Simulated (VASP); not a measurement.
# SiC in VASP: notebook

SiC is run at these levels: PBE; tasks: single point.

Program: VASP 6.6.1. These are calculated values, not measurements. Logs are shortened: lines on timing, memory, paths and dates and some standing lists are left out, and cuts for length are marked.

### 1 The cell of the first run

The cell holds a disordered packing, 16 atoms: a = 5.822 Å, b = 5.849 Å, c = 5.422 Å, α = 92.66°, β = 93.36°, γ = 87.54°.

### 2 Single point, PBE

Contents of INCAR:

```
SYSTEM = SiC
PREC = Accurate
ENCUT = 520
EDIFF = 1E-6
ISMEAR = -1
SIGMA = 0.1379
LREAL = Auto
LASPH = .TRUE.
NELM = 120
ALGO = Normal
ISIF = 2
LWAVE = .FALSE.
LCHARG = .FALSE.
GGA = PE
NBANDS = 46
ISYM = -1
GGA_COMPAT = .FALSE.
```

Contents of KPOINTS:

```
explicit points
1
Reciprocal
  0.25000000   0.25000000   0.25000000 1
```

Contents of POSCAR:

```
SiC
1.0
    5.8188710000      0.1233160000     -0.1634130000
    0.1233160000      5.8466490000     -0.1286390000
   -0.1634130000     -0.1286390000      5.4181290000
Si C
8 8
Direct
    0.4142053556      0.0658009046      0.6561769021
    0.9775808516      0.9342828691      0.6976917002
    0.6496368406      0.4738521147      1.1233654583
    0.9260181791      0.7630437006      0.1121319901
    0.7006427740      0.3272504841      0.6520664814
    0.3288159905      0.1823675563      0.1841693669
    0.3260745189      0.5999758143      0.3558112227
    0.3729344207      0.6364567169      0.8045601144
    0.1659549860      0.1979508358      0.8256513272
    0.0625164294      0.3946085242      0.6714434158
    0.5800371949      0.9557534184      0.1100726435
    0.0752338220      0.6421943254      0.7589404793
    0.8554519749      0.2548290087      0.2846235153
    0.0773167840      0.3328097844      0.3739798158
    0.5881561282      0.8704597004      0.8524428678
    0.8226148951      1.0547495595      0.1294478032
```

Potentials or basis: VASP PAW PBE potentials, release 64 (Si, C).

Command:

```sh
$ cat potpaw_PBE.64/Si/POTCAR potpaw_PBE.64/C/POTCAR > POTCAR
$ mpirun -np 1 vasp_std > vasp.out
```

OUTCAR:

```text
SYSTEM = SiC
   PREC = Accurate
   ENCUT = 520
   EDIFF = 1E-6
   ISMEAR = -1
   LREAL = Auto
   LASPH = .TRUE.
   NELM = 120
   ISIF = 2
   GGA = PE
   ISYM = -1

 ion  position               nearest neighbor table
   1  0.414  0.066  0.656-  15 1.83   9 1.88   5 2.31   6 2.69   8 2.70   2 2.71   6 2.98
   2  0.978  0.934  0.698-  12 1.82   9 2.00  15 2.51   4 2.54   1 2.71   5 2.76   8 2.87
   3  0.650  0.474  0.123-  13 1.92   4 2.39   7 2.40   8 2.49   6 2.63   5 2.69   5 3.02
   4  0.926  0.763  0.112-  16 1.79  12 2.22  11 2.27   3 2.39  15 2.43   2 2.54   7 2.77
   5  0.701  0.327  0.652-  10 2.16  13 2.25   1 2.31   3 2.69   8 2.71   2 2.76   3 3.02   7 3.07

   6  0.329  0.182  0.184-  11 1.98  14 1.99   9 2.12   7 2.57   3 2.63   1 2.69   1 2.98
   7  0.326  0.600  0.356-  14 2.19   3 2.40   8 2.43   6 2.57   4 2.77   8 3.04   5 3.07
   8  0.373  0.636  0.805-  12 1.74  15 1.89  10 2.40   7 2.43   3 2.49   1 2.70   5 2.71   2 2.87
                             7 3.04
   9  0.166  0.198  0.826-  10 1.53   1 1.88   2 2.00   6 2.12
  10  0.063  0.395  0.671-  12 1.51   9 1.53  14 1.64   5 2.16   8 2.40
  11  0.580  0.956  0.110-  15 1.46  16 1.55   6 1.98   4 2.27
  12  0.075  0.642  0.759-  10 1.51   8 1.74   2 1.82   4 2.22
  13  0.855  0.255  0.285-  16 1.42  14 1.44   3 1.92   5 2.25
  14  0.077  0.333  0.374-  13 1.44  10 1.64   6 1.99   7 2.19
  15  0.588  0.870  0.852-  11 1.46   1 1.83   8 1.89   4 2.43   2 2.51
  16  0.823  0.055  0.129-  13 1.42  11 1.55   4 1.79

IMPORTANT INFORMATION: All symmetrisations will be switched off!
NOSYMM: (Re-)initialisation of all symmetry stuff for point group C_1.

----------------------------------------------------------------------------------------

                                     Primitive cell

  volume of cell :     184.0000

  direct lattice vectors                    reciprocal lattice vectors
     5.818871000  0.123316000 -0.163413000     0.172072577 -0.003516961  0.005106279
     0.123316000  5.846649000 -0.128639000    -0.003516961  0.171199422  0.003958600
    -0.163413000 -0.128639000  5.418129000     0.005106279  0.003958600  0.184813551

  length of vectors
     5.822471156  5.849364013  5.422118927     0.172184247  0.171281294  0.184926454

  position of ions in fractional coordinates (direct lattice)
     0.414205356  0.065800905  0.656176902
     0.977580852  0.934282869  0.697691700
     0.649636841  0.473852115  0.123365458
     0.926018179  0.763043701  0.112131990
     0.700642774  0.327250484  0.652066481
     0.328815990  0.182367556  0.184169367
     0.326074519  0.599975814  0.355811223
     0.372934421  0.636456717  0.804560114
     0.165954986  0.197950836  0.825651327
     0.062516429  0.394608524  0.671443416
     0.580037195  0.955753418  0.110072643
     0.075233822  0.642194325  0.758940479
     0.855451975  0.254829009  0.284623515
     0.077316784  0.332809784  0.373979816
     0.588156128  0.870459700  0.852442868
     0.822614895  0.054749560  0.129447803

  ion indices of the primitive-cell ions
   primitive index   ion index
                 1           1
                 2           2
                 3           3
                 4           4
                 5           5
                 6           6
                 7           7
                 8           8
                 9           9
                10          10
                11          11
                12          12
                13          13
                14          14
                15          15
                16          16

----------------------------------------------------------------------------------------

 KPOINTS: explicit points

Read explicit list of k-points.

 Found      1 k-points:

 Following reciprocal coordinates:
            Coordinates               Weight
  0.250000  0.250000  0.250000      1.000000
   k-points           NKPTS =      1   k-points in BZ     NKDIM =      1   number of bands    NBANDS=     46
   number of dos      NEDOS =    301   number of ions     NIONS =     16
   total plane-waves  NPLWV =  92160
   dimension x,y,z NGX =    48 NGY =   48 NGZ =   40
   dimension x,y,z NGXF=    96 NGYF=   96 NGZF=   80
   ions per type =               8   8
   NGX,Y,Z   is equivalent  to a cutoff of  13.71, 13.64, 12.26 a.u.
   NGXF,Y,Z  is equivalent  to a cutoff of  27.41, 27.28, 24.53 a.u.
 SYSTEM =  SiC
   PREC   = accura    normal or accurate (medium, high low for compatibility)
   ISTART =      0    job   : 0-new  1-cont  2-samecut
   ICHARG =      2    charge: 1-file 2-atom 10-const
   ISPIN  =      1    spin polarized calculation?
   LNONCOLLINEAR =      F non collinear calculations
   LSORBIT =      F    spin-orbit coupling
   LASPH  =      T    aspherical Exc in radial PAW
   ENCUT  =  520.0 eV  38.22 Ry    6.18 a.u.  10.83 10.88 10.08*2*pi/ulx,y,z
   NELM   =    120;   NELMIN=  2; NELMDL= -5     # of ELM steps
   EDIFF  = 0.1E-05   stopping-criterion for ELM
   LREAL  =      T    real-space projection
   EDIFFG = 0.1E-04   stopping-criterion for IOM
   NSW    =      0    number of steps for IOM
   IBRION =     -1    ionic relax: 0-MD 1-quasi-New 2-CG
   NFREE  =      0    steps in history (QN), initial steepest desc. (CG)
   ISIF   =      2    stress and relaxation
   ISYM   =     -1    0-nonsym 1-usesym 2-fastsym
   POTIM  = 0.5000    time-step for ionic-motion
   TEBEG  =    0.0;   TEEND  =   0.0 temperature during run
   PSTRESS=    0.0 pullay stress
   NELECT =      64.0000    total number of electrons
   NUPDOWN=      -1.0000    fix difference up-down
   EMIN   =  10.00;   EMAX   =-10.00  energy-range for DOS
   EFERMI =   0.00;   METHOD = LEGACY
   ISMEAR =    -1;   SIGMA  =   0.14  broadening in eV -4-tet -1-fermi 0-gaus
   EFERMI_NEDOS =   21; number of points for ismear=-14 and -15
   IALGO  =     38    algorithm
   IMIX   =      4    mixing-type and parameters
     AMIX     =   0.40;   BMIX     =  1.00
     AMIX_MAG =   1.60;   BMIX_MAG =  1.00
  volume/ion in A,a.u.               =      11.50        77.61
  Fermi-wavevector in a.u.,A,eV,Ry     =   1.151319  2.175677 18.034996  1.325535
  Thomas-Fermi vector in A             =   2.287977
   LORBIT       =      0    0 simple, 1 ext, 2 COOP (PROOUT), +10 PAW based schemes
   GGA     = PE    functional components
   LHFCALC =     F    Hartree Fock is set to
   AEXX    =    0.0000 exact exchange contribution
   IVDW    =     0    specifies the selected vdW correction
   LEPSILON=     F    determine dielectric tensor
   LRPA    =     F    only Hartree local field effects (RPA)
 non-spin polarized calculation
  energy-cutoff  :      520.00
  volume of cell :      184.00
 maximum number of plane-waves:      4941
 NGX is ok and might be reduce to    48
   NGX = 21   NGY = 21   NGZ = 21

 number of electron      64.0000001 magnetization

 Free energy of the ion-electron system (eV)
  ---------------------------------------------------
  ext. energy  EPLUGINS =         0.00000000
  ---------------------------------------------------
  free energy    TOTEN  =      -102.45632588 eV

  energy without entropy =     -102.23677613  energy(sigma->0) =     -102.34655101

 E-fermi :   8.1357     XC(G=0): -11.0084

 val. band max:        7.8336985899   @ k =   0.2500   0.2500   0.2500
 cond. band min:       8.4131277692   @ k =   0.2500   0.2500   0.2500
 fundamental gap:      0.5794291793
 Fermi energy:         8.1357321672

 k-point     1 :       0.2500    0.2500    0.2500
  band No.  band energies     occupation
      1      -9.1377      2.00000
      2      -8.8215      2.00000
      3      -7.0611      2.00000
      4      -5.8618      2.00000
      5      -4.8690      2.00000
      6      -3.9259      2.00000
      7      -2.7736      2.00000
      8      -2.2340      2.00000
      9      -1.8073      2.00000
     10      -1.1868      2.00000
     11      -0.5658      2.00000
     12      -0.3478      2.00000
     13       0.3859      2.00000
     14       1.1904      2.00000
     15       1.5704      2.00000
     16       1.9999      2.00000
     17       2.1291      2.00000
     18       2.4074      2.00000
     19       2.7307      2.00000
     20       3.1716      2.00000
     21       3.5851      2.00000
     22       4.0714      2.00000
     23       4.4075      2.00000
     24       4.5583      2.00000
     25       4.9339      2.00000
     26       5.5528      2.00000
     27       5.7913      2.00000
     28       6.3035      2.00000
     29       6.6141      1.99997
     30       7.2741      1.99614
     31       7.5718      1.96706
     32       7.8337      1.79874
     33       8.4131      0.23599
     34       9.0857      0.00204
     35       9.5830      0.00006
     36       9.7112      0.00002
     37      10.2943      0.00000
     38      10.6516      0.00000
     39      11.1701      0.00000
     40      11.3818      0.00000
     41      11.7036      0.00000
     42      12.0315      0.00000
     43      12.2302      0.00000
     44      12.6140      0.00000
 [bands above 44 left out]

------------------------ aborting loop because EDIFF is reached ----------------------------------------

  FORCE on cell =-STRESS in cart. coord.  units (eV):
  Direction    XX          YY          ZZ          XY          YZ          ZX
  --------------------------------------------------------------------------------------
  -------------------------------------------------------------------------------------
  Total        7.5379948      6.7934519     -4.1121557      7.8531768     -5.5718706      5.3834064
  in kB       65.6369877     59.1538905    -35.8065404     68.3814312    -48.5169877     46.8759383
  external PRESSURE =      29.6614459 kB  Pullay stress =       0.0000000 kB

 VOLUME and BASIS-vectors are now :
 -----------------------------------------------------------------------------
  energy-cutoff  :      520.00
  volume of cell :      184.00
      direct lattice vectors                 reciprocal lattice vectors
     5.818871000  0.123316000 -0.163413000     0.172072577 -0.003516961  0.005106279
     0.123316000  5.846649000 -0.128639000    -0.003516961  0.171199422  0.003958600
    -0.163413000 -0.128639000  5.418129000     0.005106279  0.003958600  0.184813551

 POSITION                                       TOTAL-FORCE (eV/Angst)
 -----------------------------------------------------------------------------------
      2.31109      0.35138      3.47910         0.607642      0.494573     -1.507907
      5.68962      5.49323      3.50025        -2.409667      1.477237     -0.726252
      3.81843      2.83469      0.50129        -0.300117     -0.428037     -0.318355
      5.46415      4.56102      0.35807         0.727910     -2.790810     -0.085075
      4.01075      1.91584      3.37639         0.856564     -0.649209      0.310743
      1.90573      1.08310      0.92066        -0.014109     -0.383021     -0.284050
      1.91323      3.50229      1.79737        -0.348861      1.022184     -1.106285
      2.11707      3.66363      4.21639         3.726274     -0.417657      0.037359
      0.85516      1.07160      4.42090         1.025166      0.223408      0.120534
      0.30271      2.22847      3.57699        -2.160050     -1.630680     -1.024129
      3.47503      5.64532      0.37865         1.533750      2.555332     -0.700794
      0.39295      3.66633      4.01713        -0.998361      0.221421      1.561291
      4.96268      1.55877      1.36955         0.588148     -0.127084     -0.221125
      0.42982      1.90725      1.97082         1.228091     -0.220382      2.044038
      3.39045      5.05214      4.41056        -0.810824     -0.840250      0.514670
      4.77229      0.40489      0.55990        -3.251558      1.492975      1.385338
 -----------------------------------------------------------------------------------
    total drift:                                0.001965     -0.018084      0.007740

  FREE ENERGIE OF THE ION-ELECTRON SYSTEM (eV)
  ---------------------------------------------------
  free  energy   TOTEN  =      -102.4563258801 eV

  energy  without entropy=     -102.2367761299  energy(sigma->0) =     -102.34655101
```

Wall time 15 s (1 thread of AMD EPYC 9R45 (Zen 5), shared host); peak memory 0.23 GiB.

Results:

- Free energy: -102.4563 eV
- Pressure: 3.0 GPa
- Largest force: 3.837 eV/Å

Forces on the atoms (eV/Å):
```
Si   0.608  0.495 -1.508
Si  -2.410  1.477 -0.726
Si  -0.300 -0.428 -0.318
Si   0.728 -2.791 -0.085
Si   0.857 -0.649  0.311
Si  -0.014 -0.383 -0.284
Si  -0.349  1.022 -1.106
Si   3.726 -0.418  0.037
C    1.025  0.223  0.121
C   -2.160 -1.631 -1.024
C    1.534  2.555 -0.701
C   -0.998  0.221  1.561
C    0.588 -0.127 -0.221
C    1.228 -0.220  2.044
C   -0.811 -0.840  0.515
C   -3.252  1.493  1.385
```

Stress tensor (GPa, compression positive):
```
 6.56  6.84  4.69
 6.84  5.92 -4.85
 4.69 -4.85 -3.58
```

Caveat: the atoms stand as in a frame of molecular dynamics.

### 3 Single point, PBE

Contents of INCAR:

```
PREC = Accurate ; ENCUT = 520
EDIFF = 1E-6 ; ISMEAR = -1
SIGMA = 0.1379 ; LREAL = Auto
LASPH = True ; NELM = 120
ALGO = Normal ; ISIF = 2
LWAVE = False ; LCHARG = False
GGA = PE ; NBANDS = 46
ISYM = -1 ; GGA_COMPAT = False
```

KPOINTS is that of step 2.

Contents of POSCAR:

```
SiC
1.0
    5.8188710000      0.1233160000     -0.1634130000
    0.1233160000      5.8466490000     -0.1286390000
   -0.1634130000     -0.1286390000      5.4181290000
Si C
8 8
Direct
    0.3925065390      0.1153704765      0.6817140776
    0.9651947796      0.9172061429      0.7500939633
    0.6340561214      0.4218912933      1.1163843989
    0.8720487968      0.7307184241      0.1710189989
    0.7059948315      0.3712473104      0.6791111131
    0.2746531952      0.1159975877      0.2479598984
    0.3081073516      0.7368161751      0.3676032894
    0.3897036483      0.6655011900      0.8188773375
    0.1621980135      0.1845312376      0.8572204866
    0.0450613715      0.3869266610      0.7414560400
    0.6113677941      1.0741440273      0.0861833040
    0.1092359747      0.6379604343      0.8772788855
    0.8651577932      0.2787900500      0.3624978851
    0.0760683484      0.3271397639      0.4437986783
    0.6344641432      0.8944112367      0.9008476646
    0.8143799023      1.0285482356      0.2796475830
```

Potentials or basis: VASP PAW PBE potentials, release 64 (Si, C).

Command:

```sh
$ cat potpaw_PBE.64/Si/POTCAR potpaw_PBE.64/C/POTCAR > POTCAR
$ mpirun -np 1 vasp_std > vasp.out
```

OUTCAR:

```text
PREC = Accurate
   ENCUT = 520
   EDIFF = 1E-6
   ISMEAR = -1
   LREAL = Auto
   LASPH = True
   NELM = 120
   ISIF = 2
   GGA = PE
   ISYM = -1

 ion  position               nearest neighbor table
   1  0.393  0.115  0.682-   9 1.71  15 2.20   5 2.41   6 2.41  11 2.49  14 2.50  10 2.54   8 2.77
                             7 2.77   2 2.84
   2  0.965  0.917  0.750-  12 1.94   9 2.02  15 2.15   4 2.67   8 2.84   1 2.84   5 3.03   7 3.08

   3  0.634  0.422  0.116-  13 2.02  11 2.04   4 2.32   5 2.43   8 2.54   7 2.94   6 2.95   5 3.08
[... 209 lines left out ...]
  Total        9.7964620     -3.4227573      2.0298382     11.7525690     -4.4348266      5.7292121
  in kB       85.3025607    -29.8036130     17.6747887    102.3353361    -38.6161928     49.8870368
  external PRESSURE =      24.3912455 kB  Pullay stress =       0.0000000 kB

 VOLUME and BASIS-vectors are now :
 -----------------------------------------------------------------------------
  energy-cutoff  :      520.00
  volume of cell :      184.00
      direct lattice vectors                 reciprocal lattice vectors
     5.818871000  0.123316000 -0.163413000     0.172072577 -0.003516961  0.005106279
     0.123316000  5.846649000 -0.128639000    -0.003516961  0.171199422  0.003958600
    -0.163413000 -0.128639000  5.418129000     0.005106279  0.003958600  0.184813551

 POSITION                                       TOTAL-FORCE (eV/Angst)
 -----------------------------------------------------------------------------------
      2.18677      0.63524      3.61463         4.637222     -2.060451     -2.328730
      5.60688      5.38512      3.78839        -0.957642     -0.264993     -0.211809
      3.72250      2.52987      0.47270         0.372769     -0.604382      1.161960
      5.13650      4.35779      0.69010         1.222342     -0.205238     -0.033078
      4.04290      2.17025      3.51639        -0.965781     -0.404834      0.006408
      1.57196      0.68017      1.28368         0.647534      0.805067     -1.161806
[... 8 lines left out ...]
      3.65495      5.19166      4.66217        -1.296188      0.426175     -0.759806
      4.69659      0.23136      1.37841        -2.022664      3.795250     -1.690702
 -----------------------------------------------------------------------------------
    total drift:                                0.010066     -0.008094     -0.002778

  FREE ENERGIE OF THE ION-ELECTRON SYSTEM (eV)
  ---------------------------------------------------
  free  energy   TOTEN  =      -102.0732640138 eV

  energy  without entropy=     -101.9295805046  energy(sigma->0) =     -102.00142226
```

OSZICAR:

```text
N       E                     dE             d eps       ncg     rms          rms(c)
DAV:   1     0.194779463778E+03    0.19478E+03   -0.28476E+04    92   0.123E+03
DAV:   2    -0.905468221173E+02   -0.28533E+03   -0.26653E+03   114   0.215E+02
DAV:   3    -0.110430070455E+03   -0.19883E+02   -0.19435E+02   112   0.551E+01
DAV:   4    -0.110948102002E+03   -0.51803E+00   -0.51281E+00   112   0.965E+00
DAV:   5    -0.110967868701E+03   -0.19767E-01   -0.19736E-01   128   0.167E+00    0.186E+01
DAV:   6    -0.102151846759E+03    0.88160E+01   -0.25306E+01   120   0.226E+01    0.102E+01
DAV:   7    -0.102153301850E+03   -0.14551E-02   -0.61099E+00   112   0.103E+01    0.473E+00
DAV:   8    -0.102083297430E+03    0.70004E-01   -0.39098E-01   112   0.269E+00    0.225E+00
DAV:   9    -0.102073592048E+03    0.97054E-02   -0.79500E-02   112   0.122E+00    0.459E-01
DAV:  10    -0.102073051851E+03    0.54020E-03   -0.88661E-03   120   0.455E-01    0.220E-01
DAV:  11    -0.102073236571E+03   -0.18472E-03   -0.21296E-03   112   0.204E-01    0.112E-01
DAV:  12    -0.102073253139E+03   -0.16568E-04   -0.27815E-04   112   0.774E-02    0.501E-02
DAV:  13    -0.102073264309E+03   -0.11170E-04   -0.79840E-05   120   0.370E-02    0.149E-02
DAV:  14    -0.102073264014E+03    0.29550E-06   -0.76354E-06   104   0.126E-02
   1 F= -.10207326E+03 E0= -.10200142E+03  d E =-.143684E+00
```

It took 14 s on 1 thread of AMD EPYC 9R45 (Zen 5), shared host; peak memory 0.23 GiB.

What came out:

```
Free energy   : -102.0733 eV
Pressure      : 2.4 GPa
Largest force : 5.780 eV/Å
```

Forces in eV/Å, atoms in the order of the input:
```
Si   4.637 -2.060 -2.329
Si  -0.958 -0.265 -0.212
Si   0.373 -0.604  1.162
Si   1.222 -0.205 -0.033
Si  -0.966 -0.405  0.006
Si   0.648  0.805 -1.162
Si   0.214 -0.752  0.474
Si   5.131  0.970 -1.612
C   -3.128 -1.386  3.207
C    0.612  2.839 -0.574
C    0.907 -0.583  2.502
C   -4.912 -1.118  0.209
C   -4.118 -3.733 -1.582
C    3.657  2.278  2.394
C   -1.296  0.426 -0.760
C   -2.023  3.795 -1.691
```

Caveat: the atoms stand as in a frame of molecular dynamics.
